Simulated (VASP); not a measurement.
Hf12H (a cell with a defect): single point with PBEsol

Hf12H (a cell with a defect):

```
CELL_PARAMETERS angstrom
6.40000 0.00000 0.00000
-4.80000 8.31384 0.00000
0.00000 0.00000 5.06240
ATOMIC_POSITIONS crystal
Hf 0.00094 0.99848 0.99798
Hf 0.16641 0.22280 0.49909
Hf 0.00358 0.32850 0.99842
Hf 0.17493 0.56157 0.50085
Hf 0.00328 0.66906 0.00318
Hf 0.16887 0.89237 0.50134
Hf 0.49836 0.99742 0.99876
Hf 0.66345 0.22022 0.49724
Hf 0.49232 0.32810 0.99870
Hf 0.66349 0.56111 0.50100
Hf 0.50085 0.66711 0.00043
Hf 0.66616 0.89128 0.50188
H 0.83507 0.44771 0.24955
```

```yaml
Program: VASP 6.6.1
Task: single point
Functional: PBEsol
Potentials_or_basis: VASP PAW PBE potentials, release 64 (Hf_pv, H)
Cutoff: 520 eV
k_mesh: 2 × 2 × 2
Occupations: fermi-dirac, width 0.1 eV
Spin: no spin polarisation
Dipole_correction: no
Further_INCAR_settings: ALGO = Normal; EDIFF = 1e-06; NBANDS = 72
```

| Quantity | Value |
| --- | --- |
| Pressure | -3.8 GPa |
| Largest force | 0.052 eV/Å |
| Band gap on the k mesh | zero (an odd number of electrons rules out a gap without spin polarisation) |

Forces on the atoms (eV/Å):
```
Hf   0.011  0.007 -0.015
Hf  -0.001 -0.008 -0.001
Hf   0.002  0.005  0.008
Hf  -0.012  0.002 -0.009
Hf   0.004  0.029 -0.013
Hf   0.004  0.002  0.004
Hf  -0.009  0.000 -0.002
Hf  -0.003  0.014 -0.011
Hf   0.001  0.004  0.011
Hf   0.004  0.004 -0.003
Hf   0.001  0.001  0.002
Hf  -0.005 -0.010  0.015
H    0.005 -0.050  0.012
```

Stress tensor (GPa, compression positive):
```
-4.28 -0.14 -0.02
-0.14 -4.45  0.04
-0.02  0.04 -2.79
```

Levels at points of the mesh, in eV from the Fermi level:
| k point | band 56 | band 57 | band 58 | band 59 | band 60 | band 61 | band 62 | band 63 | band 64 | band 65 |
| --- | --- | --- | --- | --- | --- | --- | --- | --- | --- | --- |
| (0.00, 0.00, 0.00) | -0.79 | -0.66 | -0.55 | 0.31 | 0.57 | 0.60 | 0.74 | 0.88 | 0.90 | 0.97 |
| (0.50, 0.00, 0.00) | -0.92 | -0.74 | -0.73 | -0.52 | -0.45 | 0.21 | 0.43 | 0.64 | 0.70 | 0.74 |
| (0.00, 0.50, 0.00) | -0.70 | -0.36 | -0.21 | -0.03 | 0.15 | 0.34 | 0.60 | 0.67 | 0.87 | 0.89 |
| (0.50, 0.50, 0.00) | -1.03 | -0.79 | -0.58 | -0.49 | -0.38 | 0.20 | 0.46 | 0.49 | 0.67 | 0.74 |
| (0.00, 0.00, 0.50) | -0.66 | -0.64 | -0.62 | -0.33 | 0.06 | 0.19 | 0.22 | 0.23 | 0.27 | 0.56 |
| (0.50, 0.00, 0.50) | -0.63 | -0.62 | -0.61 | -0.53 | -0.49 | -0.21 | -0.18 | -0.14 | -0.14 | 0.33 |
| (0.00, 0.50, 0.50) | -0.66 | -0.50 | -0.33 | -0.29 | -0.21 | -0.08 | 0.10 | 0.21 | 0.23 | 0.69 |
| (0.50, 0.50, 0.50) | -0.63 | -0.52 | -0.52 | -0.49 | -0.40 | -0.17 | -0.08 | 0.01 | 0.03 | 0.12 |

Run time: 6.4 min on 1 thread of Intel Xeon 8259CL, on a shared host, peak memory 0.41 GiB.

Caveat: the k points lie up to 0.62 Å⁻¹ apart, too coarse for converged energies and pressures of a metal; the PAW data sets were made with another functional, which shifts forces and pressure a little; spin-orbit coupling is left out, which moves the levels of the heavy elements.
